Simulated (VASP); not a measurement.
Runs of VASP 6.6.1 on Ga3Sb. The structure is that of space group I4/mmm (No. 139), or close to it. The cells are those of the table. 

```csv
cell,further INCAR settings,gap on the mesh (eV),pressure (GPa)
"a = 4.982 Å, angles 122.7, 122.7, 85.3°, 4 atoms",ALGO = Fast; EDIFF = 1e-07; NBANDS = 30,none,-0.2
"a = 5.544 Å, angles 135.2, 135.2, 65.3°, 4 atoms",ALGO = Fast; EDIFF = 1e-07; NBANDS = 30,none,-0.2
"a = 5.438 Å, angles 132.1, 132.1, 70.1°, 4 atoms",ALGO = Fast; EDIFF = 1e-06; NBANDS = 30,none,(a)
"a = 4.947 Å, angles 125.8, 125.8, 80.2°, 4 atoms",ALGO = Fast; EDIFF = 1e-06; NBANDS = 30,none,4.9
"a = 5.689 Å, angles 135.2, 135.2, 65.3°, 4 atoms",ALGO = Fast; EDIFF = 1e-07; NBANDS = 30,none,-3.5
```

Alike in all rows: task single point; level PBE+D3(BJ); potentials or basis VASP PAW PBE potentials, release 64 (Ga_d, Sb); no spin polarisation; k mesh 14 × 14 × 14; cutoff (eV) 520; smearing gaussian 0.15 eV.

Estimate the missing entries.

(a) -1.9.

Caveats: spin-orbit coupling is left out, which moves the levels of the heavy elements; the cell stands under pressure (at least some runs); the cell stands under tension (at least some runs).

A k mesh can miss the band edges, and the runs leave out spin-orbit coupling on Ga, Sb.

A gap of «none» marks levels without a gap at the run's occupations.
